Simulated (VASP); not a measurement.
# InGa (F-43m) in VASP: a series of runs

Runs on InGa. Level: r2SCAN. Tasks: single point, relaxation of cell and atoms.

Program: VASP 6.6.1. These are calculated values, not measurements. Logs are shortened: lines on timing, memory, paths and dates and some standing lists are left out, and cuts for length are marked.

## 1. The cell of the first run

Symmetry: F-43m, No. 216, cubic system. Conventional cell: a = 6.233 Å, b = 6.233 Å, c = 6.233 Å, α = 90.00°, β = 90.00°, γ = 90.00°. In (site symmetry -43m) has 4 Ga at 2.70 Å within 3.6 Å. Ga (site symmetry -43m) has 4 In at 2.70 Å within 3.6 Å.

## 2. Single point, r2SCAN

POSCAR reads:

```
InGa
1.0
    0.0000000000      3.1162660892      3.1162660892
    3.1162660892      0.0000000000      3.1162660892
    3.1162660892      3.1162660892      0.0000000000
In Ga
1 1
Direct
    0.0000000000      0.0000000000      0.0000000000
    0.2500000000      0.2500000000      0.2500000000
```

INCAR.step1 reads:

```
SYSTEM = InGa
PREC = Accurate
ENCUT = 550
ISMEAR = -1
SIGMA = 0.1
LREAL = .False.
LASPH = .True.
NELM = 120
NBANDS = 20
GGA = PE
ALGO = Normal
EDIFF = 1E-5
LWAVE = .True.
LCHARG = .False.
GGA_COMPAT = .False.
```

INCAR.step2 reads:

```
SYSTEM = InGa
PREC = Accurate
ENCUT = 550
EDIFF = 1E-6
ISMEAR = -1
SIGMA = 0.1
LREAL = .False.
LASPH = .True.
NELM = 120
ALGO = Normal
ISIF = 2
LWAVE = .False.
LCHARG = .True.
METAGGA = R2SCAN
LMIXTAU = .True.
LELF = .True.
LVHAR = .True.
NBANDS = 20
ISTART = 1
GGA_COMPAT = .False.
```

KPOINTS reads:

```
regular mesh
0
Gamma
  5 5 5
  0 0 0
```

Potentials or basis: VASP PAW PBE potentials, release 64 (In_d, Ga_d).

Command:

```
cat potpaw_PBE.64/In_d/POTCAR potpaw_PBE.64/Ga_d/POTCAR > POTCAR
cp INCAR.step1 INCAR
mpirun -np 1 vasp_std > vasp.out
cp INCAR.step2 INCAR
mpirun -np 1 vasp_std > vasp.out
```

OUTCAR:

```text
SYSTEM = InGa
   PREC = Accurate
   ENCUT = 550
   EDIFF = 1E-6
   ISMEAR = -1
   LREAL = .False.
   LASPH = .True.
   NELM = 120
   ISIF = 2
   METAGGA = R2SCAN
   ISTART = 1

 ion  position               nearest neighbor table
   1  0.000  0.000  0.000-   2 2.70   2 2.70   2 2.70   2 2.70
   2  0.250  0.250  0.250-   1 2.70   1 2.70   1 2.70   1 2.70

  LATTYP: Found a face centered cubic cell.
 ALAT       =     6.2325321784

  Lattice vectors:

 A1 = (   0.0000000000,   3.1162660892,   3.1162660892)
 A2 = (   3.1162660892,   0.0000000000,   3.1162660892)
 A3 = (   3.1162660892,   3.1162660892,   0.0000000000)

Analysis of symmetry for initial positions (statically):
=====================================================================
 Subroutine PRICEL returns:
 Original cell was already a primitive cell.

 Routine SETGRP: Setting up the symmetry group for a
 face centered cubic supercell.

 Subroutine GETGRP returns: Found 24 space group operations
 (whereof 24 operations were pure point group operations)
 out of a pool of 48 trial point group operations.

The static configuration has the point symmetry T_d .

Analysis of symmetry for dynamics (positions and initial velocities):
=====================================================================
 Subroutine PRICEL returns:
 Original cell was already a primitive cell.

 Routine SETGRP: Setting up the symmetry group for a
 face centered cubic supercell.

 Subroutine GETGRP returns: Found 24 space group operations
 (whereof 24 operations were pure point group operations)
 out of a pool of 48 trial point group operations.

The dynamic configuration has the point symmetry T_d .

 Subroutine INISYM returns: Found 24 space group operations
 (whereof 24 operations are pure point group operations),
 and found     1 'primitive' translations

----------------------------------------------------------------------------------------

                                     Primitive cell

  volume of cell :      60.5248

  direct lattice vectors                    reciprocal lattice vectors
     0.000000000  3.116266089  3.116266089    -0.160448430  0.160448430  0.160448430
     3.116266089  0.000000000  3.116266089     0.160448430 -0.160448430  0.160448430
     3.116266089  3.116266089  0.000000000     0.160448430  0.160448430 -0.160448430

  length of vectors
     4.407065767  4.407065767  4.407065767     0.277904832  0.277904832  0.277904832

  position of ions in fractional coordinates (direct lattice)
     0.000000000  0.000000000  0.000000000
     0.250000000  0.250000000  0.250000000

  ion indices of the primitive-cell ions
   primitive index   ion index
                 1           1
                 2           2

----------------------------------------------------------------------------------------

 KPOINTS: regular mesh

Automatic generation of k-mesh.
 Grid dimensions read from file:
 generate k-points for:    5    5    5

 Generating k-lattice:

  Cartesian coordinates                     Fractional coordinates (reciprocal lattice)
    -0.032089686  0.032089686  0.032089686     0.200000000  0.000000000  0.000000000
     0.032089686 -0.032089686  0.032089686     0.000000000  0.200000000  0.000000000
     0.032089686  0.032089686 -0.032089686     0.000000000  0.000000000  0.200000000

  Length of vectors
     0.055580966  0.055580966  0.055580966

  Shift w.r.t. Gamma in fractional coordinates (k-lattice)
     0.000000000  0.000000000  0.000000000

 Subroutine IBZKPT returns following result:
 ===========================================

 Found     10 irreducible k-points:

 Following reciprocal coordinates:
            Coordinates               Weight
  0.000000  0.000000  0.000000      1.000000
  0.200000  0.000000  0.000000      8.000000
  0.400000  0.000000  0.000000      8.000000
  0.200000  0.200000  0.000000      6.000000
  0.400000  0.200000  0.000000     24.000000
 -0.400000  0.200000  0.000000     24.000000
 -0.200000  0.200000  0.000000     12.000000
  0.400000  0.400000  0.000000      6.000000
 -0.400000  0.400000  0.000000     12.000000
 -0.400000  0.400000  0.200000     24.000000
   k-points           NKPTS =     10   k-points in BZ     NKDIM =     10   number of bands    NBANDS=     20
   number of dos      NEDOS =    301   number of ions     NIONS =      2
   total plane-waves  NPLWV =  46656
   dimension x,y,z NGX =    36 NGY =   36 NGZ =   36
   dimension x,y,z NGXF=    72 NGYF=   72 NGZF=   72
   ions per type =               1   1
   NGX,Y,Z   is equivalent  to a cutoff of  13.58, 13.58, 13.58 a.u.
   NGXF,Y,Z  is equivalent  to a cutoff of  27.16, 27.16, 27.16 a.u.
 SYSTEM =  InGa
   PREC   = accura    normal or accurate (medium, high low for compatibility)
   ISTART =      1    job   : 0-new  1-cont  2-samecut
   ICHARG =      0    charge: 1-file 2-atom 10-const
   ISPIN  =      1    spin polarized calculation?
   LNONCOLLINEAR =      F non collinear calculations
   LSORBIT =      F    spin-orbit coupling
   LASPH  =      T    aspherical Exc in radial PAW
   ENCUT  =  550.0 eV  40.42 Ry    6.36 a.u.   8.43  8.43  8.43*2*pi/ulx,y,z
   NELM   =    120;   NELMIN=  2; NELMDL=  0     # of ELM steps
   EDIFF  = 0.1E-05   stopping-criterion for ELM
   LREAL  =      F    real-space projection
   EDIFFG = 0.1E-04   stopping-criterion for IOM
   NSW    =      0    number of steps for IOM
   IBRION =     -1    ionic relax: 0-MD 1-quasi-New 2-CG
   NFREE  =      0    steps in history (QN), initial steepest desc. (CG)
   ISIF   =      2    stress and relaxation
   ISYM   =      2    0-nonsym 1-usesym 2-fastsym
   POTIM  = 0.5000    time-step for ionic-motion
   TEBEG  =    0.0;   TEEND  =   0.0 temperature during run
   PSTRESS=    0.0 pullay stress
   NELECT =      26.0000    total number of electrons
   NUPDOWN=      -1.0000    fix difference up-down
   EMIN   =  10.00;   EMAX   =-10.00  energy-range for DOS
   EFERMI =   0.00;   METHOD = LEGACY
   ISMEAR =    -1;   SIGMA  =   0.10  broadening in eV -4-tet -1-fermi 0-gaus
   EFERMI_NEDOS =   21; number of points for ismear=-14 and -15
   IALGO  =     38    algorithm
   IMIX   =      4    mixing-type and parameters
     AMIX     =   0.40;   BMIX     =  1.00
     AMIX_MAG =   1.60;   BMIX_MAG =  1.00
  volume/ion in A,a.u.               =      30.26       204.22
  Fermi-wavevector in a.u.,A,eV,Ry     =   1.235250  2.334283 20.760337  1.525842
  Thomas-Fermi vector in A             =   2.369907
   LORBIT       =      0    0 simple, 1 ext, 2 COOP (PROOUT), +10 PAW based schemes
   METAGGA = R2SCAN    functional components
   LHFCALC =     F    Hartree Fock is set to
   AEXX    =    0.0000 exact exchange contribution
   IVDW    =     0    specifies the selected vdW correction
   LEPSILON=     F    determine dielectric tensor
   LRPA    =     F    only Hartree local field effects (RPA)
 non-spin polarized calculation
  energy-cutoff  :      550.00
  volume of cell :       60.52
 maximum number of plane-waves:      1807
 NGX is ok and might be reduce to    36
   NGX = 17   NGY = 17   NGZ = 17

 number of electron      25.9999991 magnetization

 Free energy of the ion-electron system (eV)
  ---------------------------------------------------
  ext. energy  EPLUGINS =         0.00000000
  ---------------------------------------------------
  free energy    TOTEN  =       -33.39485983 eV

  energy without entropy =      -33.33606775  energy(sigma->0) =      -33.36546379

 E-fermi :   3.1743     XC(G=0):  -9.6213

 val. band max:        3.1447369582   @ k =  -0.4000   0.4000   0.0000
 cond. band min:       3.7682326861   @ k =   0.4000   0.2000   0.0000
 fundamental gap:      0.6234957279
 Fermi energy:         3.1743236889

 k-point     1 :       0.0000    0.0000    0.0000
  band No.  band energies     occupation
      1     -11.8775      2.00000
      2     -11.8775      2.00000
      3     -11.8775      2.00000
      4     -11.8321      2.00000
      5     -11.8321      2.00000
      6     -11.3214      2.00000
[... 12 lines left out ...]
     19      11.0712      0.00000
     20      14.1175      0.00000

 k-point     2 :       0.2000    0.0000    0.0000
  band No.  band energies     occupation
      1     -11.8997      2.00000
      2     -11.8997      2.00000
      3     -11.8711      2.00000
      4     -11.8023      2.00000
      5     -11.8023      2.00000
      6     -11.3366      2.00000
[... 12 lines left out ...]
     19      12.3070      0.00000
     20      12.7003      0.00000

 k-point     3 :       0.4000    0.0000    0.0000
  band No.  band energies     occupation
      1     -11.9098      2.00000
      2     -11.9098      2.00000
      3     -11.8611      2.00000
      4     -11.7836      2.00000
      5     -11.7836      2.00000
      6     -11.3617      2.00000
[... 12 lines left out ...]
     19      13.5832      0.00000
     20      14.2368      0.00000

 k-point     4 :       0.2000    0.2000    0.0000
  band No.  band energies     occupation
      1     -11.8997      2.00000
      2     -11.8937      2.00000
      3     -11.8937      2.00000
      4     -11.8009      2.00000
      5     -11.7763      2.00000
      6     -11.3958      2.00000
[... 12 lines left out ...]
     19      11.5135      0.00000
     20      13.6592      0.00000

 k-point     5 :       0.4000    0.2000    0.0000
  band No.  band energies     occupation
      1     -11.9320      2.00000
      2     -11.9092      2.00000
      3     -11.8586      2.00000
      4     -11.7715      2.00000
      5     -11.7602      2.00000
      6     -11.4159      2.00000
[... 12 lines left out ...]
     19      13.9591      0.00000
     20      14.8844      0.00000

 k-point     6 :      -0.4000    0.2000    0.0000
  band No.  band energies     occupation
      1     -11.9429      2.00000
      2     -11.9225      2.00000
      3     -11.8278      2.00000
      4     -11.7663      2.00000
      5     -11.7552      2.00000
      6     -11.4084      2.00000
[... 12 lines left out ...]
     19      13.1261      0.00000
     20      13.8483      0.00000

 k-point     7 :      -0.2000    0.2000    0.0000
  band No.  band energies     occupation
      1     -11.9229      2.00000
      2     -11.9180      2.00000
      3     -11.8455      2.00000
      4     -11.7915      2.00000
      5     -11.7664      2.00000
      6     -11.3764      2.00000
[... 12 lines left out ...]
     19      11.9211      0.00000
     20      14.1923      0.00000

 k-point     8 :       0.4000    0.4000    0.0000
  band No.  band energies     occupation
      1     -11.9172      2.00000
      2     -11.9172      2.00000
      3     -11.8667      2.00000
      4     -11.7808      2.00000
      5     -11.7426      2.00000
      6     -11.4235      2.00000
[... 12 lines left out ...]
     19      14.5495      0.00000
     20      16.0254      0.00000

 k-point     9 :      -0.4000    0.4000    0.0000
  band No.  band energies     occupation
      1     -11.9479      2.00000
      2     -11.9236      2.00000
      3     -11.8242      2.00000
      4     -11.7727      2.00000
      5     -11.7342      2.00000
      6     -11.4270      2.00000
[... 12 lines left out ...]
     19      13.7544      0.00000
     20      14.7725      0.00000

 k-point    10 :      -0.4000    0.4000    0.2000
  band No.  band energies     occupation
      1     -11.9451      2.00000
      2     -11.9383      2.00000
      3     -11.8119      2.00000
      4     -11.7544      2.00000
      5     -11.7482      2.00000
      6     -11.4319      2.00000
[... 12 lines left out ...]
     19      13.9015      0.00000
     20      15.0753      0.00000

------------------------ aborting loop because EDIFF is reached ----------------------------------------

  FORCE on cell =-STRESS in cart. coord.  units (eV):
  Direction    XX          YY          ZZ          XY          YZ          ZX
  --------------------------------------------------------------------------------------
  -------------------------------------------------------------------------------------
  Total        0.0120242      0.0120242      0.0120242      0.0000000      0.0000000      0.0000000
  in kB        0.3182985      0.3182985      0.3182985      0.0000000      0.0000000      0.0000000
  external PRESSURE =       0.3182985 kB  Pullay stress =       0.0000000 kB

 VOLUME and BASIS-vectors are now :
 -----------------------------------------------------------------------------
  energy-cutoff  :      550.00
  volume of cell :       60.52
      direct lattice vectors                 reciprocal lattice vectors
     0.000000000  3.116266089  3.116266089    -0.160448430  0.160448430  0.160448430
     3.116266089  0.000000000  3.116266089     0.160448430 -0.160448430  0.160448430
     3.116266089  3.116266089  0.000000000     0.160448430  0.160448430 -0.160448430

 POSITION                                       TOTAL-FORCE (eV/Angst)
 -----------------------------------------------------------------------------------
      0.00000      0.00000      0.00000         0.000000      0.000000      0.000000
      1.55813      1.55813      1.55813        -0.000000     -0.000000     -0.000000
 -----------------------------------------------------------------------------------
    total drift:                               -0.000000     -0.000000     -0.000000

  FREE ENERGIE OF THE ION-ELECTRON SYSTEM (eV)
  ---------------------------------------------------
  free  energy   TOTEN  =       -33.3948598289 eV

  energy  without entropy=      -33.3360677456  energy(sigma->0) =      -33.36546379
```

Wall time 30 s (1 thread of Intel Xeon 6975P-C (Granite Rapids), shared host); peak memory 0.22 GiB.

Results:

- Free energy: -33.3949 eV
- Pressure: 0.0 GPa
- Band gap on the k mesh: zero (bands 13 and 14 overlap by 3.20 eV)

Levels at points of the mesh, in eV from the Fermi level:
```tsv
k point	band 10	band 11	band 12	band 13	band 14	band 15	band 16	band 17
(0.00, 0.00, 0.00)	-14.41	-8.89	2.86	2.86	2.86	3.36	4.89	4.89
```

Caveat: the PAW data sets were made with another functional, which shifts forces and pressure a little; spin-orbit coupling is left out, which moves the levels of the heavy elements.

## 3. Single point, r2SCAN

POSCAR reads:

```
InGa
1.0
    0.0000000000      3.1162661972      3.1162661972
    3.1162661972      0.0000000000      3.1162661972
    3.1162661972      3.1162661972      0.0000000000
In Ga
1 1
Direct
    0.0000000000      0.0000000000      0.0000000000
    0.2500000000      0.2500000000      0.2500000000
```

INCAR.step1 reads:

```
PREC = Accurate ; ENCUT = 550
ISMEAR = -1 ; SIGMA = 0.1
LREAL = F ; LASPH = T
NELM = 120 ; NBANDS = 20
GGA = PE ; ALGO = Normal
EDIFF = 1E-5 ; LWAVE = T
LCHARG = F ; GGA_COMPAT = F
```

INCAR.step2 reads:

```
PREC = Accurate ; ENCUT = 550
EDIFF = 1E-6 ; ISMEAR = -1
SIGMA = 0.1 ; LREAL = F
LASPH = T ; NELM = 120
ALGO = Normal ; ISIF = 2
LWAVE = F ; LCHARG = F
METAGGA = R2SCAN ; LMIXTAU = T
NBANDS = 20 ; ISTART = 1
GGA_COMPAT = F
```

KPOINTS reads:

```
regular mesh
0
Gamma
  5 5 5
```

Potentials or basis: VASP PAW PBE potentials, release 64 (In_d, Ga_d).

Command:

```
cat potpaw_PBE.64/In_d/POTCAR potpaw_PBE.64/Ga_d/POTCAR > POTCAR
cp INCAR.step1 INCAR
mpirun -np 1 vasp_std > vasp.out
cp INCAR.step2 INCAR
mpirun -np 1 vasp_std > vasp.out
```

It took 29 s on 1 thread of Intel Xeon 6975P-C (Granite Rapids), shared host; peak memory 0.22 GiB.

It converged, with:

| Property | Result |
| --- | --- |
| Free energy | -33.3949 eV |
| Pressure | 0.0 GPa |
| Band gap on the k mesh | zero (bands 13 and 14 overlap by 3.20 eV) |

Levels at points of the mesh, in eV from the Fermi level:
```csv
k point,band 9,band 10,band 11,band 12,band 13,band 14,band 15,band 16,band 17,band 18
"(0.00, 0.00, 0.00)",-14.41,-14.41,-8.89,2.86,2.86,2.86,3.36,4.89,4.89,4.89
```

Caveat: the PAW data sets were made with another functional, which shifts forces and pressure a little; spin-orbit coupling is left out, which moves the levels of the heavy elements.

[end of part 1 of 3]

The gap in the log of VASP goes by the Fermi energy; the results here count the filled bands.